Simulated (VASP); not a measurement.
# Ge4F in VASP: a series of runs

Ge4F is run at these levels: PBE+D3(BJ); tasks: single point.

All numbers are computed with VASP 6.6.1; they aren't measurements. Logs are shortened: lines on timing, memory, paths and dates and some standing lists are left out, and cuts for length are marked.

## (1) The cell of the first run

The cell holds a slab with vacuum, 5 atoms: a = 4.030 Å, b = 4.030 Å, c = 21.642 Å, α = 90.00°, β = 90.00°, γ = 90.00°.

## (2) Single point, PBE+D3(BJ)

Contents of INCAR:

```
PREC = Accurate
ENCUT = 520
EDIFF = 1E-6
ISMEAR = 0
SIGMA = 0.1
LREAL = F
LASPH = T
NELM = 100
ALGO = Normal
ISIF = 2
LWAVE = F
LCHARG = T
LDIPOL = T
IDIPOL = 3
DIPOL = 0.5 0.5 0.336
GGA = PE
IVDW = 12
LELF = T
LVHAR = T
LVACPOTAV = T
NBANDS = 40
```

Contents of KPOINTS:

```
regular mesh
0
Gamma
  7 7 1
```

Contents of POSCAR:

```
Ge4F
1.0
    4.0303587907      0.0000000000      0.0000000000
    0.0000000000      4.0303587907      0.0000000000
    0.0000000000      0.0000000000     21.6416627718
Ge F
4 1
Direct
    0.0000000000      0.5000000000      0.1848286817
    0.0000000000      0.0000000000      0.2506714513
    0.5000000000      0.0000000000      0.3196569899
    0.5000000000      0.5000000000      0.3854446333
    0.5000000000      0.6250000000      0.5379282957
```

Potentials or basis: VASP PAW PBE potentials, release 64 (Ge_d, F).

Run with:

```console
$ cat potpaw_PBE.64/Ge_d/POTCAR potpaw_PBE.64/F/POTCAR > POTCAR
$ mpirun -np 1 vasp_std > vasp.out
```

OUTCAR:

```text
PREC = Accurate
   ENCUT = 520
   EDIFF = 1E-6
   ISMEAR = 0
   LREAL = F
   LASPH = T
   NELM = 100
   ISIF = 2
   GGA = PE
   IVDW = 12
 IVDW          = 12

 ion  position               nearest neighbor table
   1  0.000  0.500  0.185-   2 2.47   2 2.47
   2  0.000  0.000  0.251-   1 2.47   1 2.47   3 2.51   3 2.51
   3  0.500  0.000  0.320-   4 2.47   4 2.47   2 2.51   2 2.51
   4  0.500  0.500  0.385-   3 2.47   3 2.47
   5  0.500  0.625  0.538-

  LATTYP: Found a simple tetragonal cell.
 ALAT       =     4.0303587907
 C/A-ratio  =     5.3696615849

  Lattice vectors:

 A1 = (   4.0303587907,   0.0000000000,   0.0000000000)
 A2 = (   0.0000000000,   4.0303587907,   0.0000000000)
 A3 = (   0.0000000000,   0.0000000000,  21.6416627718)

Analysis of symmetry for initial positions (statically):
=====================================================================
 Subroutine PRICEL returns:
 Original cell was already a primitive cell.

 Routine SETGRP: Setting up the symmetry group for a
 simple tetragonal supercell.

 Subroutine GETGRP returns: Found  2 space group operations
 (whereof  2 operations were pure point group operations)
 out of a pool of 16 trial point group operations.

The static configuration has the point symmetry C_1h.

Analysis of symmetry for dynamics (positions and initial velocities):
=====================================================================
 Subroutine PRICEL returns:
 Original cell was already a primitive cell.

 Routine SETGRP: Setting up the symmetry group for a
 simple tetragonal supercell.

 Subroutine GETGRP returns: Found  2 space group operations
 (whereof  2 operations were pure point group operations)
 out of a pool of 16 trial point group operations.

The dynamic configuration has the point symmetry C_1h.

 Subroutine INISYM returns: Found  2 space group operations
 (whereof  2 operations are pure point group operations),
 and found     1 'primitive' translations

----------------------------------------------------------------------------------------

                                     Primitive cell

  volume of cell :     351.5427

  direct lattice vectors                    reciprocal lattice vectors
     4.030358791  0.000000000  0.000000000     0.248116868  0.000000000  0.000000000
     0.000000000  4.030358791  0.000000000     0.000000000  0.248116868  0.000000000
     0.000000000  0.000000000 21.641662772     0.000000000  0.000000000  0.046207170

  length of vectors
     4.030358791  4.030358791 21.641662772     0.248116868  0.248116868  0.046207170

[... 84 lines left out ...]
   ISYM   =      2    0-nonsym 1-usesym 2-fastsym
   POTIM  = 0.5000    time-step for ionic-motion
   TEBEG  =    0.0;   TEEND  =   0.0 temperature during run
   PSTRESS=    0.0 pullay stress
   NELECT =      63.0000    total number of electrons
   NUPDOWN=      -1.0000    fix difference up-down
   EMIN   =  10.00;   EMAX   =-10.00  energy-range for DOS
   EFERMI =   0.00;   METHOD = LEGACY
   ISMEAR =     0;   SIGMA  =   0.10  broadening in eV -4-tet -1-fermi 0-gaus
   EFERMI_NEDOS =   21; number of points for ismear=-14 and -15
   IALGO  =     38    algorithm
   IMIX   =      4    mixing-type and parameters
     AMIX     =   0.40;   BMIX     =  1.00
     AMIX_MAG =   1.60;   BMIX_MAG =  1.00
  volume/ion in A,a.u.               =      70.31       474.47
  Fermi-wavevector in a.u.,A,eV,Ry     =   0.922987  1.744193 11.590876  0.851905
  Thomas-Fermi vector in A             =   2.048574
   LORBIT       =      0    0 simple, 1 ext, 2 COOP (PROOUT), +10 PAW based schemes
   GGA     = PE    functional components
   LHFCALC =     F    Hartree Fock is set to
   AEXX    =    0.0000 exact exchange contribution
   IVDW    =    12    specifies the selected vdW correction
   LEPSILON=     F    determine dielectric tensor
   LRPA    =     F    only Hartree local field effects (RPA)
 non-spin polarized calculation
 Gauss-broadening in eV      SIGMA  =   0.10
  energy-cutoff  :      520.00
  volume of cell :      351.54
 maximum number of plane-waves:      9517
 NGX is ok and might be reduce to    30
   NGX = 15   NGY = 15   NGZ = 81

 number of electron      62.9999906 magnetization

 dipolmoment           0.000000      0.000000      0.501643 electrons x Angstroem

 Free energy of the ion-electron system (eV)
  ---------------------------------------------------
  ext. energy  EPLUGINS =         0.00000000
  ---------------------------------------------------
  free energy    TOTEN  =       -16.61963566 eV

  energy without entropy =      -16.55580537  energy(sigma->0) =      -16.58772051

 E-fermi :  -4.2097     XC(G=0):  -3.9025

 val. band max:       -4.2234816202   @ k =   0.4286   0.4286   0.0000
 cond. band min:      -4.1702357923   @ k =   0.2857   0.2857   0.0000
 fundamental gap:      0.0532458279
 Fermi energy:        -4.2097288865

 k-point     1 :       0.0000    0.0000    0.0000
  band No.  band energies     occupation
      1     -28.8501      2.00000
      2     -28.8234      2.00000
      3     -28.7717      2.00000
      4     -28.7663      2.00000
      5     -28.7125      2.00000
      6     -28.5455      2.00000
[... 677 lines left out ...]
     39       2.1469      0.00000
     40       2.7401      0.00000

------------------------ aborting loop because EDIFF is reached ----------------------------------------

 Edisp (eV)   -0.88087

 E8    (eV) :    -0.4076

  FORCE on cell =-STRESS in cart. coord.  units (eV):
  Direction    XX          YY          ZZ          XY          YZ          ZX
  --------------------------------------------------------------------------------------
  -------------------------------------------------------------------------------------
  Total      -2.23150     0.58801    -3.08480     0.00000    -0.34398     0.00000
  in kB     -10.17022     2.67989   -14.05916     0.00000    -1.56771     0.00000
  external pressure =       -7.18 kB  Pullay stress =        0.00 kB

 VOLUME and BASIS-vectors are now :
 -----------------------------------------------------------------------------
  energy-cutoff  :      520.00
  volume of cell :      351.54
      direct lattice vectors                 reciprocal lattice vectors
     4.030358791  0.000000000  0.000000000     0.248116868  0.000000000  0.000000000
     0.000000000  4.030358791  0.000000000     0.000000000  0.248116868  0.000000000
     0.000000000  0.000000000 21.641662772     0.000000000  0.000000000  0.046207170

 POSITION                                       TOTAL-FORCE (eV/Angst)
 -----------------------------------------------------------------------------------
      0.00000      2.01518      4.00000         0.000000      0.011760     -0.105779
      0.00000      0.00000      5.42495         0.000000      0.010187      0.122929
      2.01518      0.00000      6.91791         0.000000     -0.037241      0.092124
      2.01518      2.01518      8.34166         0.000000      0.111291      0.809187
      2.01518      2.51897     11.64166         0.000000     -0.095997     -0.918462
 -----------------------------------------------------------------------------------
    total drift:                                0.000000      0.000023     -0.001486

  FREE ENERGIE OF THE ION-ELECTRON SYSTEM (eV)
  ---------------------------------------------------
  free  energy   TOTEN  =       -17.5005065047 eV

  energy  without entropy=      -17.4366762179  energy(sigma->0) =      -17.46859136

 vacuum level on the upper side and lower side of the slab         6.245         0.657
```

OSZICAR:

```text
N       E                     dE             d eps       ncg     rms          rms(c)
DAV:   1     0.590936145986E+03    0.59094E+03   -0.32017E+04  1584   0.238E+03
DAV:   2     0.846573999659E+02   -0.50628E+03   -0.48612E+03  1504   0.632E+02
DAV:   3    -0.151256722418E+02   -0.99783E+02   -0.97663E+02  1800   0.193E+02
[... 21 lines left out ...]
DAV:  25    -0.166196038519E+02   -0.34032E-04   -0.19521E-05  1296   0.325E-02    0.227E-02
DAV:  26    -0.166196181059E+02   -0.14254E-04   -0.48729E-06  1432   0.156E-02    0.744E-03
DAV:  27    -0.166196291510E+02   -0.11045E-04   -0.20689E-06  1024   0.161E-02    0.119E-02
DAV:  28    -0.166196351089E+02   -0.59579E-05   -0.42129E-06  1088   0.133E-02    0.164E-02
DAV:  29    -0.166196356573E+02   -0.54835E-06   -0.16309E-06  1008   0.740E-03
   1 F= -.17500507E+02 E0= -.17468591E+02  d E =-.638303E-01
```

Run time: 11 min. Hardware: 1 thread of AMD EPYC 7R13, shared host; peak memory 0.46 GiB.

What came out:

```
Free energy                : -17.5005 eV
Largest force              : 0.923 eV/Å
Dispersion energy per atom : -0.176 eV
```

Forces on the atoms (eV/Å):
```
Ge   0.000  0.012 -0.106
Ge   0.000  0.010  0.123
Ge   0.000 -0.037  0.092
Ge   0.000  0.111  0.809
F    0.000 -0.096 -0.918
```

Levels at points of the mesh, in eV from the Fermi level:
| k point | band 28 | band 29 | band 30 | band 31 | band 32 | band 33 | band 34 | band 35 |
| --- | --- | --- | --- | --- | --- | --- | --- | --- |
| (0.00, 0.00, 0.00) | -0.43 | -0.37 | -0.05 | -0.05 | 0.82 | 1.28 | 1.89 | 2.04 |

Caveat: an odd number of electrons without spin polarisation forces a metal; a magnetic or distorted state may lie lower.

## (3) Single point, PBE+D3(BJ)

Contents of INCAR:

```
SYSTEM = Ge4F
PREC     = Accurate       ! precision mode
ENCUT    = 520            ! plane-wave cutoff, eV
EDIFF    = 1E-6           ! SCF threshold, eV
ISMEAR   = 0              ! smearing method
SIGMA    = 0.1            ! smearing width, eV
LREAL    = .FALSE.        ! projectors in reciprocal space
LASPH    = .TRUE.         ! aspherical terms in the spheres
NELM     = 80             ! most SCF steps
ALGO     = Normal         ! electronic algorithm
ISIF     = 2              ! what is computed and relaxed
LWAVE    = .FALSE.        ! write WAVECAR
LCHARG   = .TRUE.         ! write CHGCAR
LDIPOL   = .TRUE.       
IDIPOL   = 3            
DIPOL    = 0.5 0.5 0.336
GGA      = PE             ! functional
IVDW     = 12             ! dispersion correction
LELF     = .TRUE.         ! ELF
LVHAR    = .TRUE.       
LVACPOTAV= .TRUE.       
NBANDS   = 40             ! bands
```

Contents of KPOINTS:

```
regular mesh
0
G
  7 7 1
  0 0 0
```

POSCAR, as its differences from that of step 2:

```diff
@@ -12,2 +12,2 @@
     0.5000000000      0.5000000000      0.3854446333
-    0.5000000000      0.6250000000      0.5379282957
+    0.6250000000      0.5000000000      0.5379282957
```

Potentials or basis: VASP PAW PBE potentials, release 64 (Ge_d, F).

Run with:

```console
$ cat potpaw_PBE.64/Ge_d/POTCAR potpaw_PBE.64/F/POTCAR > POTCAR
$ mpirun -np 1 vasp_std > vasp.out
```

Wall time 11 min (1 thread of AMD EPYC 7R13, shared host); peak memory 0.46 GiB.

Results (log left out):

```
Free energy                : -17.5068 eV
Largest force              : 0.934 eV/Å
Dispersion energy per atom : -0.176 eV
```

Forces in eV/Å, atoms in the order of the input:
```
Ge   0.003  0.000 -0.106
Ge   0.005  0.000  0.124
Ge   0.044  0.000  0.086
Ge   0.020  0.000  0.827
F   -0.072  0.000 -0.931
```

Levels at points of the mesh, in eV from the Fermi level:
```tsv
k point	band 27	band 28	band 29	band 30	band 31	band 32	band 33	band 34	band 35	band 36
(0.00, 0.00, 0.00)	-1.55	-0.43	-0.38	-0.05	-0.04	0.82	1.27	1.88	2.03	2.40
```

Caveat: an odd number of electrons without spin polarisation forces a metal; a magnetic or distorted state may lie lower.

## (4) Single point, PBE+D3(BJ)

Contents of INCAR:

```
SYSTEM = Ge4F
ALGO = Normal ; DIPOL = 0.5 0.5 0.336
EDIFF = 1E-6 ; ENCUT = 520
GGA = PE ; IDIPOL = 3
ISIF = 2 ; ISMEAR = 0
IVDW = 12 ; LASPH = .True.
LCHARG = .False. ; LDIPOL = .True.
LREAL = .False. ; LWAVE = .False.
NBANDS = 40 ; NELM = 60
PREC = Accurate ; SIGMA = 0.1
```

Contents of KPOINTS:

```
k-points
0
Gamma
  7 7 1
  0 0 0
```

POSCAR, as its differences from that of step 3:

```diff
@@ -12,2 +12,2 @@
     0.5000000000      0.5000000000      0.3854446333
-    0.6250000000      0.5000000000      0.5379282957
+    0.5000000000      0.8750000000      0.5379282957
```

Run with:

```console
$ cat potpaw_PBE.64/Ge_d/POTCAR potpaw_PBE.64/F/POTCAR > POTCAR
$ mpirun -np 1 vasp_std > vasp.out
```

Wall time 9.2 min (1 thread of AMD EPYC 7R13, shared host); peak memory 0.46 GiB.

The run converged. Its results:

| Item | Value |
| --- | --- |
| Free energy | -17.3781 eV |
| Largest force | 0.649 eV/Å |
| Dispersion energy per atom | -0.176 eV |

Forces in eV/Å, atoms in the order of the input:
```
Ge   0.000  0.014 -0.083
Ge   0.000  0.011  0.092
Ge   0.000 -0.041  0.037
Ge   0.000  0.112  0.595
F    0.000 -0.097 -0.641
```

Levels at points of the mesh, in eV from the Fermi level:
```
           k point  band 28  band 29  band 30  band 31  band 32  band 33  band 34  band 35
(0.00, 0.00, 0.00)    -0.34    -0.24    -0.05    -0.04     0.82     1.31     1.94     2.08
```

Caveat: an odd number of electrons without spin polarisation forces a metal; a magnetic or distorted state may lie lower.

## (5) Single point, PBE+D3(BJ)

Contents of INCAR:

```
PREC = Accurate
ENCUT = 520
EDIFF = 1E-6
ISMEAR = 0
SIGMA = 0.1
LREAL = F
LASPH = T
NELM = 100
ALGO = Normal
ISIF = 2
LWAVE = F
LCHARG = F
LDIPOL = T
IDIPOL = 3
DIPOL = 0.5 0.5 0.336
GGA = PE
IVDW = 12
NBANDS = 40
```

Contents of KPOINTS:

```
Automatic mesh
0
Gamma
  7 7 1
```

POSCAR, as its differences from that of step 4:

```diff
@@ -12,2 +12,2 @@
     0.5000000000      0.5000000000      0.3854446333
-    0.5000000000      0.8750000000      0.5379282957
+    0.8750000000      0.5000000000      0.5379282957
```

Run with:

```console
$ cat potpaw_PBE.64/Ge_d/POTCAR potpaw_PBE.64/F/POTCAR > POTCAR
$ mpirun -np 1 vasp_std > vasp.out
```

It took 10 min on 1 thread of AMD EPYC 7R13, shared host; peak memory 0.46 GiB.

Results (log left out):

```yaml
Free_energy: -17.4159 eV
Largest_force: 0.718 eV/Å
Dispersion_energy_per_atom: -0.176 eV
```

Forces in eV/Å, atoms in the order of the input:
```
Ge   0.001  0.000 -0.085
Ge   0.006  0.000  0.097
Ge   0.044  0.000  0.011
Ge   0.018  0.000  0.691
F   -0.069  0.000 -0.715
```

Levels at points of the mesh, in eV from the Fermi level:
```tsv
k point	band 28	band 29	band 30	band 31	band 32	band 33	band 34	band 35
(0.00, 0.00, 0.00)	-0.35	-0.30	-0.05	-0.04	0.81	1.29	1.91	2.06
```

Caveat: an odd number of electrons without spin polarisation forces a metal; a magnetic or distorted state may lie lower.
